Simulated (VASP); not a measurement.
Here is a VASP 6.6.1 calculation.

The input INCAR:

```
SYSTEM = As
ALGO     = Normal         ! electronic algorithm
EDIFF    = 1E-6           ! SCF threshold, eV
ENCUT    = 520            ! plane-wave cutoff, eV
GGA      = PE             ! functional
ISIF     = 2              ! what is computed and relaxed
ISMEAR   = 0              ! smearing method
LASPH    = .True.         ! aspherical terms in the spheres
LCHARG   = .True.         ! write CHGCAR
LELF     = .True.         ! ELF
LREAL    = .False.        ! projectors in reciprocal space
LVHAR    = .True.       
LWAVE    = .False.        ! write WAVECAR
NBANDS   = 18             ! bands
NELM     = 100            ! most SCF steps
PREC     = Accurate       ! precision mode
SIGMA    = 0.05           ! smearing width, eV
```

Contents of KPOINTS:

```
k-points
0
Gamma
  10 10 8
  0 0 0
```

POSCAR

```
As
1.0
    1.8418630000     -5.8927550000      0.0000000000
    1.8418630000      5.8927550000      0.0000000000
    0.0000000000      0.0000000000      4.5307026000
As
4
Direct
    0.1180838375      0.8819161625      0.9670247939
    0.6180838375      0.3819161625      0.5329752061
    0.8819161625      0.1180838375      0.0329752061
    0.3819161625      0.6180838375      0.4670247939
```

Potentials or basis: VASP PAW PBE potentials, release 64 (As).

Command:

```console
$ cat potpaw_PBE.64/As/POTCAR > POTCAR
$ mpirun -np 1 vasp_std > vasp.out
```

(1) What does it give for the pressure?

(2) Estimate the band gap on the k mesh.

(3) Estimate the largest force.

Results:

(1) -7.6 GPa.

(2) zero (bands 10 and 11 overlap by 0.50 eV).

(3) 1.723 eV/Å.

Caveat: the cell stands under tension; forces of over 1 eV/Å act on the atoms, so gaps and moduli don't describe the material at rest.
